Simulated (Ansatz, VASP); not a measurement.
# NaCl in VASP and in Ansatz

INCAR

```
PREC = Accurate ; ENCUT = 520
EDIFF = 1E-7 ; ISMEAR = 0
SIGMA = 0.05 ; LREAL = F
LASPH = T ; NELM = 80
ALGO = Normal ; ISIF = 2
LWAVE = F ; LCHARG = F
GGA = PS ; NBANDS = 14
```

KPOINTS

```
regular mesh
0
Gamma
  8 8 8
```

Contents of POSCAR:

```
NaCl
1.0
    0.0000000000      2.8317500000      2.8317500000
    2.8317500000      0.0000000000      2.8317500000
    2.8317500000      2.8317500000      0.0000000000
Na Cl
1 1
Direct
    0.0000000000      0.0000000000      0.0000000000
    0.5749119924      0.4250880076      0.5000000000
```

Input for Ansatz:

```yaml
crystal:
  lattice:
    - [0.0, 2.83175, 2.83175]
    - [2.83175, 0.0, 2.83175]
    - [2.83175, 2.83175, 0.0]
  atoms:
    - { symbol: Na, position: [0.0, 0.0, 0.0] }
    - { symbol: Cl, position: [0.5749119924, 0.4250880076, 0.5] }
basis:
  ecutwfc: 420
kpoints:
  mp_grid: { grid: [8, 8, 8] }
hamiltonian:
  xc: pbesol
scf:
  occupations: { method: gaussian, width: 0.05 }
output:
  forces: true
  stress: true
  eigenvalues: true
```

Change from the starting cell: all Cl atoms moved -0.300 Å, as atom 2 along Cartesian [1 -1 0].

Alike in both runs: task single point; functional PBEsol; k mesh 8 × 8 × 8; occupations gaussian, width 0.05 eV; no spin polarisation.

|  | VASP | Ansatz |
| --- | --- | --- |
| version | VASP 6.6.1 | Ansatz 0.2.0 |
| potentials or method | VASP PAW PBE potentials, release 64 (Na_pv, Cl), cutoff 520 eV | scalar-relativistic, plane waves, PAW |
| valence electrons in the cell | 14 | 16 |

|  | VASP | Ansatz | Ansatz less VASP |
| --- | --- | --- | --- |
| gap on the k mesh at the Fermi level (eV) | 4.90 | 4.90 | +0.004 |
| least direct gap on the mesh (eV) | 4.90 | 4.90 | +0.004 |
| pressure (GPa) | 0.2 | 0.1 | -0.02 |
| traceless stress, the component that is largest in VASP (GPa) | -1.09 | -1.08 | +0.019 |
| rms of the force components (eV/Å) | 0.234 | 0.229 | -0.0045 |

VASP's potentials were made for PBE, not for PBEsol. Atom by atom the forces differ by 0.005 eV/Å (rms over components). VASP's potentials hold 14 valence electrons a cell and Ansatz's 16, so a difference there can come from the potentials and not from the codes.
